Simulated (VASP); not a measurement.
A run of VASP 6.6.1 is set up as follows.

Contents of INCAR:

```
PREC = Accurate ; ENCUT = 520
EDIFF = 1E-6 ; ISMEAR = 0
SIGMA = 0.1 ; LREAL = False
LASPH = True ; NELM = 60
ALGO = Fast ; ISIF = 2
LWAVE = False ; LCHARG = True
GGA = PE ; LELF = True
LVHAR = True ; NBANDS = 34
```

The input KPOINTS:

```
regular mesh
0
Gamma
  10 10 8
```

The input POSCAR:

```
ScTa3F
1.0
    4.0533257855      0.0000000000      0.0000000000
    0.0000000000      4.0533257855      0.0000000000
    0.0000000000      0.0000000000      5.6126706845
Sc Ta F
1 3 1
Direct
    0.0000000000      0.0000000000      0.0362690435
    0.0000000000      0.5000000000      0.4640584229
    0.5000000000      0.0000000000      0.4640584229
    0.5000000000      0.5000000000      0.1050040498
    0.5000000000      0.5000000000      0.7032100810
```

Potentials or basis: VASP PAW PBE potentials, release 64 (Sc_sv, Ta_pv, F).

Command:

```console
$ cat potpaw_PBE.64/Sc_sv/POTCAR potpaw_PBE.64/Ta_pv/POTCAR potpaw_PBE.64/F/POTCAR > POTCAR
$ mpirun -np 1 vasp_std > vasp.out
```

Q: What does it give for the band gap on the k mesh?

A: Zero (an odd number of electrons rules out a gap without spin polarisation).

Q: What does it give for the largest force?

A: 0.039 eV/Å.

Q: What does it give for the pressure?

A: 0.0 GPa.

Forces on the atoms (eV/Å):
```
Sc   0.000  0.000 -0.007
Ta   0.000  0.000 -0.014
Ta   0.000  0.000 -0.014
Ta   0.000  0.000  0.039
F    0.000  0.000 -0.003
```

Caveat: spin-orbit coupling is left out, which moves the levels of the heavy elements; an odd number of electrons without spin polarisation forces a metal; a magnetic or distorted state may lie lower.
